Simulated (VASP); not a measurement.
# Si3H2N4O in VASP: single point with PBE+D3(BJ)

Aim: the single point of Si3H2N4O with PBE+D3(BJ).

Everything below comes from runs of VASP 6.6.1. Logs are shortened: lines on timing, memory, paths and dates and some standing lists are left out, and cuts for length are marked.

**1. The cell of the first run**

The cell holds a slab with vacuum, 40 atoms: a = 5.823 Å, b = 7.619 Å, c = 29.457 Å, α = 90.00°, β = 90.00°, γ = 90.00°.

**2. Single point, PBE+D3(BJ)**

INCAR

```
SYSTEM = Si3H2N4O
PREC     = Accurate       ! precision mode
ENCUT    = 520            ! plane-wave cutoff, eV
EDIFF    = 1E-6           ! SCF threshold, eV
ISMEAR   = 0              ! smearing method
SIGMA    = 0.05           ! smearing width, eV
LREAL    = Auto         
LASPH    = .TRUE.         ! aspherical terms in the spheres
NELM     = 120            ! most SCF steps
ALGO     = Normal         ! electronic algorithm
ISIF     = 2              ! what is computed and relaxed
LWAVE    = .FALSE.        ! write WAVECAR
LCHARG   = .FALSE.        ! write CHGCAR
LDIPOL   = .TRUE.       
IDIPOL   = 3            
DIPOL    = 0.5 0.5 0.440
GGA      = PE             ! functional
IVDW     = 12             ! dispersion correction
NBANDS   = 106            ! bands
GGA_COMPAT= .FALSE.      
NELMDL   = -8
```

KPOINTS

```
regular mesh
0
G
  3 2 1
  0 0 0
```

POSCAR

```
Si3H2N4O
1.0
    5.8226178761      0.0000000000      0.0000000000
    0.0000000000      7.6192383001      0.0000000000
    0.0000000000      0.0000000000     29.4570671958
Si N O H
12 16 4 8
Direct
    0.3750000000      0.5290403533      0.3482255369
    0.8750000000      0.5290403533      0.3482255369
    0.1250000000      0.2098373764      0.3872202148
    0.6250000000      0.2098373764      0.3872202148
    0.1250000000      0.8192029769      0.4002304327
    0.6250000000      0.8192029769      0.4002304327
    0.3729553376      0.1824208403      0.4783241161
    0.8731143181      0.1824342958      0.4784854747
    0.3743752067      0.7888035232      0.4914134432
    0.8749048997      0.7890623482      0.4914082094
    0.1249384620      0.4689494334      0.5304902338
    0.6243612414      0.4691815443      0.5305743728
    0.1250000000      0.0000000000      0.3645576420
    0.6250000000      0.0000000000      0.3645576420
    0.1250000000      0.6350876235      0.3653168281
    0.6250000000      0.6350876235      0.3653168281
    0.3750000000      0.3200857022      0.3720110166
    0.8750000000      0.3200857022      0.3720110166
    0.3750000000      0.8150019212      0.4325309220
    0.8750000000      0.8150019212      0.4325309220
    0.1227876797      0.1916340030      0.4459856560
    0.6231815799      0.1895613965      0.4460683608
    0.1242819705      0.6787545474      0.5076395683
    0.6246080557      0.6789587916      0.5075047603
    0.3744690033      0.3635902328      0.5144983051
    0.8743463871      0.3639349352      0.5147142440
    0.3706216144     -0.0010501832      0.5120367542
    0.8723388521     -0.0008623782      0.5124563783
    0.3608687851      0.5169815047      0.2919633539
    0.8609236696      0.5170593169      0.2919603912
    0.1423151023      0.4789687813      0.5869233739
    0.6327446381      0.4836339308      0.5870369920
    0.5110477681      0.5055580065      0.2774343289
    1.0111027873      0.5056612261      0.2774309138
    0.2310929006      0.9850013781      0.3373374070
    0.7303056855      0.9849106654      0.3372269438
    0.3862711972      0.0175287791      0.5460282907
    0.9283963850      0.0168003511      0.5447773106
   -0.0029715422      0.5044609596      0.6020140313
    0.4783165986      0.4876070680      0.6002301519
```

Potentials or basis: VASP PAW PBE potentials, release 64 (Si, N, O, H).

Started as:

```sh
cat potpaw_PBE.64/Si/POTCAR potpaw_PBE.64/N/POTCAR potpaw_PBE.64/O/POTCAR potpaw_PBE.64/H/POTCAR > POTCAR
mpirun -np 1 vasp_std > vasp.out
```

OUTCAR:

```text
SYSTEM = Si3H2N4O
   PREC = Accurate
   ENCUT = 520
   EDIFF = 1E-6
   ISMEAR = 0
   LREAL = Auto
   LASPH = .TRUE.
   NELM = 120
   ISIF = 2
   GGA = PE
   IVDW = 12
   NELMDL = -8
 IVDW          = 12

 ion  position               nearest neighbor table
   1  0.375  0.529  0.348-  29 1.66  16 1.74  15 1.74  17 1.74   2 2.91   2 2.91   6 3.06   5 3.06
                             4 3.06   3 3.06
   2  0.875  0.529  0.348-  30 1.66  16 1.74  15 1.74  18 1.74   1 2.91   1 2.91   6 3.06   5 3.06
                             4 3.06   3 3.06
   3  0.125  0.210  0.387-  13 1.73  21 1.74  18 1.74  17 1.74   4 2.91   4 2.91   5 3.00   7 3.05
                             1 3.06   2 3.06   8 3.07
   4  0.625  0.210  0.387-  14 1.73  17 1.74  18 1.74  22 1.74   3 2.91   3 2.91   6 3.00   2 3.06
                             1 3.06   8 3.06   7 3.07
   5  0.125  0.819  0.400-  13 1.73  19 1.74  20 1.74  15 1.74   6 2.91   6 2.91   3 3.00   2 3.06
                             1 3.06   9 3.06  10 3.06
   6  0.625  0.819  0.400-  14 1.73  19 1.74  20 1.74  16 1.74   5 2.91   5 2.91   4 3.00   2 3.06
                             1 3.06  10 3.06   9 3.07
   7  0.373  0.182  0.478-  27 1.71  22 1.74  21 1.74  25 1.74   8 2.91   8 2.91   9 3.02  11 3.04
                            12 3.05   3 3.05   4 3.07
   8  0.873  0.182  0.478-  28 1.72  22 1.74  21 1.74  26 1.75   7 2.91   7 2.91  10 3.02  12 3.04
                            11 3.04   4 3.06   3 3.07
   9  0.374  0.789  0.491-  27 1.71  24 1.75  19 1.75  23 1.75  10 2.91  10 2.91   7 3.02  11 3.06
[... 21 lines left out ...]
  27  0.371  0.999  0.512-  37 1.02   9 1.71   7 1.71
  28  0.872  0.999  0.512-  38 1.02  10 1.72   8 1.72
  29  0.361  0.517  0.292-  33 0.98   1 1.66
  30  0.861  0.517  0.292-  34 0.98   2 1.66
  31  0.142  0.479  0.587-  39 0.98  11 1.67
  32  0.633  0.484  0.587-  40 0.98  12 1.67
  33  0.511  0.506  0.277-  29 0.98
  34  0.011  0.506  0.277-  30 0.98
  35  0.231  0.985  0.337-  13 1.02
  36  0.730  0.985  0.337-  14 1.02
  37  0.386  0.018  0.546-  27 1.02
  38  0.928  0.017  0.545-  28 1.02
  39  0.997  0.504  0.602-  31 0.98
  40  0.478  0.488  0.600-  32 0.98

  LATTYP: Found a simple orthorhombic cell.
 ALAT       =     5.8226178761
 B/A-ratio  =     1.3085588754
 C/A-ratio  =     5.0590761445

  Lattice vectors:

 A1 = (   5.8226178761,   0.0000000000,   0.0000000000)
 A2 = (   0.0000000000,   7.6192383001,   0.0000000000)
 A3 = (   0.0000000000,   0.0000000000,  29.4570671958)

Analysis of symmetry for initial positions (statically):
=====================================================================
 Subroutine PRICEL returns:
[... 193 lines left out ...]
   ISMEAR =     0;   SIGMA  =   0.05  broadening in eV -4-tet -1-fermi 0-gaus
   EFERMI_NEDOS =   21; number of points for ismear=-14 and -15
   IALGO  =     38    algorithm
   IMIX   =      4    mixing-type and parameters
     AMIX     =   0.40;   BMIX     =  1.00
     AMIX_MAG =   1.60;   BMIX_MAG =  1.00
  volume/ion in A,a.u.               =      32.67       220.47
  Fermi-wavevector in a.u.,A,eV,Ry     =   0.812909  1.536174  8.991007  0.660820
  Thomas-Fermi vector in A             =   1.922537
   LORBIT       =      0    0 simple, 1 ext, 2 COOP (PROOUT), +10 PAW based schemes
   GGA     = PE    functional components
   LHFCALC =     F    Hartree Fock is set to
   AEXX    =    0.0000 exact exchange contribution
   IVDW    =    12    specifies the selected vdW correction
   LEPSILON=     F    determine dielectric tensor
   LRPA    =     F    only Hartree local field effects (RPA)
 non-spin polarized calculation
 Gauss-broadening in eV      SIGMA  =   0.05
  energy-cutoff  :      520.00
  volume of cell :     1306.83
 maximum number of plane-waves:     35212
 NGX is ok and might be reduce to    48
   NGX = 21   NGY = 29   NGZ =109

 dipolmoment           0.000000      0.000000      0.000001 electrons x Angstroem

 number of electron     160.0000005 magnetization

 dipolmoment           0.000000      0.000000     -0.025354 electrons x Angstroem

 Free energy of the ion-electron system (eV)
  ---------------------------------------------------
  ext. energy  EPLUGINS =         0.00000000
  ---------------------------------------------------
  free energy    TOTEN  =      -288.23997430 eV

  energy without entropy =     -288.23997430  energy(sigma->0) =     -288.23997430

 E-fermi :  -1.8513     XC(G=0):  -3.4089

 val. band max:       -2.1247247915   @ k =   0.0000   0.5000   0.0000
 cond. band min:       1.6020173558   @ k =   0.0000   0.0000   0.0000
 fundamental gap:      3.7267421474
 Fermi energy:        -1.8513374321

 k-point     1 :       0.0000    0.0000    0.0000
  band No.  band energies     occupation
      1     -22.4052      2.00000
      2     -22.3803      2.00000
      3     -21.8846      2.00000
      4     -21.8003      2.00000
      5     -19.9941      2.00000
      6     -19.2994      2.00000
[... 369 lines left out ...]
     91       3.8868      0.00000
     92       3.9390      0.00000
 [bands above 92 left out]

------------------------ aborting loop because EDIFF is reached ----------------------------------------

 vacuum level on the upper side and lower side of the slab       (xc-potential included)        -0.116        -0.014

 Edisp (eV)   -5.76443

 E8    (eV) :    -2.0375

  FORCE on cell =-STRESS in cart. coord.  units (eV):
  Direction    XX          YY          ZZ          XY          YZ          ZX
  --------------------------------------------------------------------------------------
  -------------------------------------------------------------------------------------
  Total      -0.79528     0.58926    -0.59558    -1.02642    -0.35041     0.20815
  in kB      -0.97502     0.72243    -0.73019    -1.25840    -0.42960     0.25519
  external pressure =       -0.33 kB  Pullay stress =        0.00 kB

 VOLUME and BASIS-vectors are now :
 -----------------------------------------------------------------------------
  energy-cutoff  :      520.00
  volume of cell :     1306.83
      direct lattice vectors                 reciprocal lattice vectors
     5.822617876  0.000000000  0.000000000     0.171744054  0.000000000  0.000000000
     0.000000000  7.619238300  0.000000000     0.000000000  0.131246715  0.000000000
     0.000000000  0.000000000 29.457067196     0.000000000  0.000000000  0.033947711

 POSITION                                       TOTAL-FORCE (eV/Angst)
 -----------------------------------------------------------------------------------
      2.18348      4.03088     10.25770        -0.055248      0.230517      0.559854
      5.09479      4.03088     10.25770        -0.062235      0.225616      0.560139
      0.72783      1.59880     11.40637        -0.000895      0.112917     -0.013913
      3.63914      1.59880     11.40637         0.031902      0.081864     -0.015745
      0.72783      6.24170     11.78961        -0.068426     -0.007982     -0.226623
      3.63914      6.24170     11.78961        -0.043943     -0.029676     -0.223474
[... 32 lines left out ...]
      5.80532      3.84361     17.73357        -0.128909     -0.034886      0.071087
      2.78505      3.71519     17.68102        -0.024302      0.042294      0.090135
 -----------------------------------------------------------------------------------
    total drift:                                0.011699     -0.003650     -0.013429

  FREE ENERGIE OF THE ION-ELECTRON SYSTEM (eV)
  ---------------------------------------------------
  free  energy   TOTEN  =      -294.0043999881 eV

  energy  without entropy=     -294.0043999881  energy(sigma->0) =     -294.00439999

 vacuum level on the upper side and lower side of the slab         2.831         2.935
```

Wall time 49 min (1 thread of Intel Xeon 8259CL, shared host); peak memory 1.4 GiB.

Results:

```yaml
Free_energy: -294.0044 eV
Largest_force: 0.608 eV/Å
Band_gap_on_the_k_mesh: 3.73 eV
Dispersion_energy_per_atom: -0.144 eV
```

Forces on the atoms (eV/Å):
```
Si  -0.055  0.231  0.560
Si  -0.062  0.226  0.560
Si  -0.001  0.113 -0.014
Si   0.032  0.082 -0.016
Si  -0.068 -0.008 -0.227
Si  -0.044 -0.030 -0.223
Si  -0.005  0.056 -0.003
Si   0.001  0.024  0.024
Si   0.075 -0.057 -0.021
Si  -0.082 -0.014  0.003
Si   0.003 -0.043 -0.121
Si   0.026  0.053  0.050
N   -0.064  0.089  0.323
N   -0.072  0.087  0.323
N    0.081 -0.388 -0.345
N    0.074 -0.391 -0.351
N   -0.016  0.094 -0.357
N   -0.062  0.103 -0.370
N    0.117 -0.098  0.168
N    0.103 -0.105  0.136
N    0.008 -0.010 -0.010
N   -0.004 -0.007 -0.005
N    0.003  0.019  0.029
N   -0.016 -0.005 -0.072
N   -0.031 -0.021 -0.026
N    0.031 -0.007 -0.027
N   -0.020 -0.034  0.078
N    0.042 -0.026 -0.007
O   -0.058  0.001  0.008
O   -0.059  0.001  0.009
O    0.052  0.056  0.016
O    0.079 -0.030 -0.093
H    0.078 -0.007 -0.070
H    0.079 -0.007 -0.070
H   -0.004  0.001 -0.008
H   -0.003  0.001 -0.008
H    0.077  0.021 -0.017
H   -0.079  0.022  0.014
H   -0.129 -0.035  0.071
H   -0.024  0.042  0.090
```
